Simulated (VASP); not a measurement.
LiInC3:

```
Li In C
1.0
     1.62653   -5.15946    0.00000
     1.62653    5.15946    0.00000
     0.00000    0.00000    4.28942
Li In C
1 1 3
Direct
  0.00000 0.00000 0.50000
  0.50000 0.50000 0.00000
  0.50000 0.50000 0.50000
  0.50000 0.00000 0.00000
  0.00000 0.50000 0.00000
```

```yaml
Program: VASP 6.6.1
Task: relaxation of cell and atoms
Functional: PBE
Potentials_or_basis: VASP PAW PBE potentials, release 64 (Li_sv, In_d, C)
Cutoff: 600 eV
k_mesh: 6 × 6 × 4
Occupations: gaussian, width 0.1 eV
Spin: no spin polarisation
```

At the start: pressure -2.7 GPa; volume 14.40 Å³/atom.

How do energy, volume and symmetry change on relaxing?

Over 15 steps the energy falls by 125.2 meV/atom and the volume is 15.32 Å³/atom (+6.4 %); space group Cmmm (No. 65, to 0.05 Å).

The path:
| step | energy change (eV) | largest force (eV/Å) | pressure (GPa) | volume (Å³) |
| --- | --- | --- | --- | --- |
| 1 | 0.0000 | 0.0000 | -2.68 | 71.99 |
| 2 | -0.1688 | 0.0000 | -3.55 | 69.47 |
| 3 | 0.5469 | 0.0000 | 25.64 | 61.67 |
| 4 | -0.3623 | 0.0000 | 0.47 | 67.55 |
| 5 | -0.3875 | 0.0000 | 4.55 | 66.21 |
| 6 | -0.3917 | 0.0000 | 3.31 | 66.58 |
| 7 | -0.4314 | 0.0000 | 6.49 | 67.62 |
| 8 | -0.4379 | 0.0000 | 5.53 | 67.35 |
| 9 | -0.5239 | 0.0000 | 2.93 | 69.85 |
| 10 | -0.5962 | 0.0000 | -0.83 | 74.59 |
| 11 | -0.5994 | 0.0000 | -1.63 | 75.84 |
| 12 | -0.6181 | 0.0000 | -0.62 | 76.19 |
| 13 | -0.6215 | 0.0000 | 0.06 | 76.39 |
| 14 | -0.6256 | 0.0000 | -0.18 | 76.55 |
| 15 | -0.6258 | 0.0000 | -0.24 | 76.59 |

Final structure:
```
Li In C
1.0
     1.47591   -6.07541    0.00000
     1.47591    6.07541    0.00000
     0.00000    0.00000    4.27055
Li In C
1 1 3
Direct
  0.00000 0.00000 0.50000
  0.50000 0.50000 0.00000
  0.50000 0.50000 0.50000
  0.50000 0.00000 0.00000
  0.00000 0.50000 0.00000
```

Caveat: the k points lie up to 0.37 Å⁻¹ apart in the final cell; the cutoff is under 1.25 times the usual one of these potentials, so pressure, stress and relaxed cells hold a basis-set (Pulay) error.
